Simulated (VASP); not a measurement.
Runs of VASP 6.6.1 on SnS2. The structure is that of space group P-3m1 (No. 164), or close to it. The cells are those of the table. 

```csv
cell,gap on the mesh (eV),pressure (GPa),largest force (eV/Å)
"a = 3.734, b = 3.734, c = 6.020 Å, angles 90.0, 90.0, 120.0°, 3 atoms",1.33,-1.7,0.44
"a = 3.539, b = 3.539, c = 5.707 Å, angles 90.0, 90.0, 120.0°, 3 atoms",1.64,(a),1.18
"a = 3.639, b = 3.639, c = 5.868 Å, angles 90.0, 90.0, 120.0°, 3 atoms",1.48,4.2,0.24
"a = 3.590, b = 3.590, c = 5.789 Å, angles 90.0, 90.0, 120.0°, 3 atoms",1.56,(c),0.67
"a = 3.687, b = 3.687, c = 5.945 Å, angles 90.0, 90.0, 120.0°, 3 atoms",1.41,(b),0.13
```

Alike in all rows: task single point; level PBE; potentials or basis VASP PAW PBE potentials, release 64 (Sn_d, S); no spin polarisation; k mesh 6 × 6 × 4; cutoff (eV) 500; smearing gaussian 0.01 eV.

Q: Fill in the values left out.

A: (a) 13.3; (b) 0.9; (c) 8.3.

Caveats: spin-orbit coupling is left out, which moves the levels of the heavy elements; this functional lacks dispersion, which binds layers or chains, so the pressure and a relaxed spacing across them are unreliable; the cell stands under pressure (at least some runs); forces of over 1 eV/Å act on the atoms, so gaps and moduli don't describe the material at rest (at least some runs).

A k mesh can miss the band edges, and the runs leave out spin-orbit coupling on Sn.
